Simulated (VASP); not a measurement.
Crystal: Be3CdS2.

```xyz
6
Lattice="2.3536 -4.9794 0.0000 2.3536 4.9794 0.0000 0.0000 0.0000 3.7064" Properties=species:S:1:pos:R:3 pbc="T T T"
Be    2.3536    3.5315    1.8532
Be    2.3536   -3.5315    1.8532
Be    2.3536    0.0000    0.0000
Cd    0.0000    0.0000    0.0000
S     2.3536   -1.5433    1.8532
S     2.3536    1.5433    1.8532
```

The cell was generated, and may not be a known phase.

- Program: VASP 6.6.1
- Task: relaxation of cell and atoms
- Functional: PBE
- Potentials or basis: VASP PAW PBE potentials, release 64 (Be, Cd, S)
- Cutoff: 600 eV
- k mesh: 4 × 4 × 6
- Occupations: gaussian, width 0.1 eV
- Spin: no spin polarisation

At the start: pressure 6.0 GPa; volume 14.48 Å³/atom.

Task: Where does the relaxation end?

Result: Over 22 steps the energy falls by 195.3 meV/atom and the volume is 16.93 Å³/atom (+16.9 %); space group Cmmm (No. 65, to 0.1 Å) before and after.

The path:
```csv
step,energy change (eV),largest force (eV/Å),pressure (GPa),volume (Å³)
1,0.0000,1.4231,6.01,86.87
2,-0.3832,0.9442,-0.89,93.81
3,-0.4111,1.1310,-2.94,96.94
4,-0.6631,0.9339,-1.54,96.15
5,-0.7829,0.5590,1.22,95.08
6,-0.9786,0.3719,0.29,96.73
7,-1.0493,0.8889,-0.07,97.89
8,-0.9724,1.8465,-0.06,99.83
9,-1.0598,1.0948,-0.06,98.28
10,-1.1281,0.2361,-1.41,99.38
11,-1.1430,0.3117,-1.12,99.11
12,-1.1595,0.1217,0.68,97.64
13,-1.1604,0.1219,0.35,97.90
14,-1.1647,0.0444,0.43,98.33
15,-1.1647,0.0573,0.44,98.39
16,-1.1665,0.0090,0.03,99.21
17,-1.1667,0.0224,-0.19,99.66
18,-1.1684,0.0350,-0.14,100.02
19,-1.1711,0.0868,0.01,101.10
20,-1.1712,0.0969,0.04,101.33
21,-1.1714,0.0761,0.00,101.72
22,-1.1717,0.0055,0.02,101.55
```

Final structure:
```
Be Cd S
1.0
     2.97034   -5.38971    0.00000
     2.97034    5.38971    0.00000
     0.00000    0.00000    3.17168
Be Cd S
3 1 2
Direct
  0.18357 0.81643 0.50000
  0.81643 0.18357 0.50000
  0.50000 0.50000 0.00000
  0.00000 0.00000 0.00000
  0.63410 0.36590 0.50000
  0.36590 0.63410 0.50000
```

Caveat: the k points lie up to 0.33 Å⁻¹ apart in the final cell, too coarse for converged energies and pressures of a metal; the volume moved by over 15 % at a fixed basis, so the end points are rough.
